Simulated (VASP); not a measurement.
**BaTiO3: single point with PBE+U**

BaTiO3:

```
CELL_PARAMETERS angstrom
3.72890 -0.42193 0.02237
-0.28447 3.27547 3.11008
0.31643 -2.75371 2.58992
ATOMIC_POSITIONS crystal
Ba 0.00364 0.99727 0.99850
Ti 0.50025 0.51161 0.51018
O 0.99835 0.49282 0.49504
O 0.49991 0.50154 0.99454
O 0.49786 0.99299 0.49796
```

```json
{
  "Program": "VASP 6.6.1",
  "Task": "single point",
  "Functional": "PBE",
  "Potentials or basis": "VASP PAW PBE potentials, release 64 (Ba_sv, Ti_sv, O)",
  "Cutoff": "520 eV",
  "k mesh": "7 × 6 × 7",
  "Occupations": "fermi-dirac, width 0.05 eV",
  "Spin": "no spin polarisation",
  "Hubbard terms": "Ti d U = 4.0 eV"
}
```

- Pressure: 23.6 GPa
- Largest force: 0.787 eV/Å
- Band gap on the k mesh: 0.89 eV (least direct gap 0.98 eV)

Forces in eV/Å, atoms in the order of the input:
```
Ba  -0.059  0.068  0.365
Ti  -0.209  0.735 -0.189
O    0.134  0.006 -0.157
O   -0.074 -0.391  0.353
O    0.209 -0.418 -0.371
```

Stress tensor (GPa, compression positive):
```
 37.78  27.50  -7.97
 27.50  11.26 -18.80
 -7.97 -18.80  21.72
```

Levels at points of the mesh, in eV from the valence-band top:
```csv
k point,band 17,band 18,band 19,band 20,band 21,band 22,band 23,band 24
"(0.00, 0.00, 0.00)",-1.83,-0.98,-0.69,-0.09,0.89,1.27,1.56,2.44
"(0.00, 0.50, 0.00)",-2.25,-2.04,-0.62,-0.48,1.61,2.11,2.35,3.75
```

Eigenvalues of the final occupation matrices:
| site | spin | trace | eigenvalues |
| --- | --- | --- | --- |
| site 2 d | 1 | 0.85 | 0.10 0.11 0.13 0.20 0.30 |
| site 2 d | 2 | 0.85 | 0.10 0.11 0.13 0.20 0.30 |

Wall time 2.6 min on 1 thread of Intel(R) Xeon(R) 6975P-C (Granite Rapids), on a shared host, peak memory 0.36 GiB.

Caveat: the cell stands under pressure; spin-orbit coupling is left out, which moves the levels of the heavy elements; an odd mesh through Γ misses points on the zone boundary, where band edges can lie.
